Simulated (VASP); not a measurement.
Ga: single point with LDA

The system is Ga.

```
Ga
1.0
    -1.63210    1.63210    1.63210
     1.63210   -1.63210    1.63210
     1.63210    1.63210   -1.63210
Ga
1
Direct
  0.00000 0.00000 0.00000
```

This isn't the form of Ga at room conditions, which is orthorhombic.

* Program: VASP 6.6.1
* Task: single point
* Functional: LDA
* Potentials or basis: VASP PAW LDA potentials, release 64 (Ga_d)
* Cutoff: 520 eV
* k mesh: 16 × 16 × 16
* Occupations: fermi-dirac, width 0.05 eV
* Spin: no spin polarisation
* Dipole correction: no
* k mesh for the DOS: 24 × 24 × 24
* Occupations for the DOS: tetrahedron
* Further INCAR settings: ALGO = Normal; EDIFF = 1e-07; NBANDS = 12

```
Valence electrons inside the program's atomic spheres : Ga 11.60
```

Levels at points of the mesh, in eV from the Fermi level:
```tsv
k point	band 4	band 5	band 6	band 7	band 8	band 9
(0.00, 0.00, 0.00)	-14.88	-14.88	-11.70	13.39	13.39	13.39
(0.50, 0.00, 0.00)	-14.88	-14.74	-4.58	-4.10	7.38	9.47
(0.50, 0.50, 0.50)	-14.78	-14.78	1.60	1.60	1.60	1.98
```

It took 52 s on 1 thread of Intel(R) Xeon(R) Platinum 8488C (Sapphire Rapids), on a shared host, peak memory 0.22 GiB.
